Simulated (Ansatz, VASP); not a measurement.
## One calculation of ScCu, two programs

The input INCAR:

```
SYSTEM = ScCu
ALGO = Normal
EDIFF = 1E-8
ENCUT = 520
GGA = CA
ISIF = 2
ISMEAR = -1
LASPH = .TRUE.
LCHARG = .FALSE.
LEFG = .TRUE.
LREAL = .FALSE.
LWAVE = .FALSE.
NBANDS = 18
NELM = 60
PREC = Accurate
SIGMA = 0.05
```

The input KPOINTS:

```
k-points
0
G
  11 11 11
  0 0 0
```

The input POSCAR:

```
ScCu
1.0
    3.3198593498      0.0000000000      0.0000000000
    0.0000000000      3.3198593498      0.0000000000
    0.0000000000      0.0000000000      3.3198593498
Sc Cu
1 1
Direct
    0.5000000000      0.5000000000      0.5000000000
    0.0000000000      0.0000000000      0.0000000000
```

Input for Ansatz:

```yaml
crystal:
  lattice:
    - [3.3198593498, 0.0, 0.0]
    - [0.0, 3.3198593498, 0.0]
    - [0.0, 0.0, 3.3198593498]
  atoms:
    - { symbol: Sc, position: [0.5, 0.5, 0.5] }
    - { symbol: Cu, position: [0.0, 0.0, 0.0] }
kpoints:
  mp_grid: { grid: [11, 11, 11] }
scf:
  occupations: { method: fermi_dirac, width: 0.05 }
hamiltonian:
  xc: lda
  pseudopotentials: { kind: all_electron, datasets: crystal }
output:
  forces: true
  stress: true
  eigenvalues: true
  efg: { contact_densities: true }
```

Change from the starting cell: volume scaled by 1.06, crystal datasets.

Alike in both runs: task electric field gradients; functional LDA; k mesh 11 × 11 × 11; occupations fermi-dirac, width 0.05 eV; no spin polarisation.

|  | VASP | Ansatz |
| --- | --- | --- |
| version | VASP 6.6.1 | Ansatz 0.2.0 |
| potentials or method | VASP PAW LDA potentials, release 64 (Sc_sv, Cu), cutoff 520 eV | all-electron PAW with datasets made for the crystal, scalar-relativistic |

|  | VASP | Ansatz | Ansatz less VASP |
| --- | --- | --- | --- |
| pressure (GPa) | -11.0 | -11.4 | -0.40 |

LDA's correlation is that of Perdew and Zunger in VASP and of Perdew and Wang (1992) in Ansatz. Ansatz ran all-electron here, and VASP with PAW potentials.
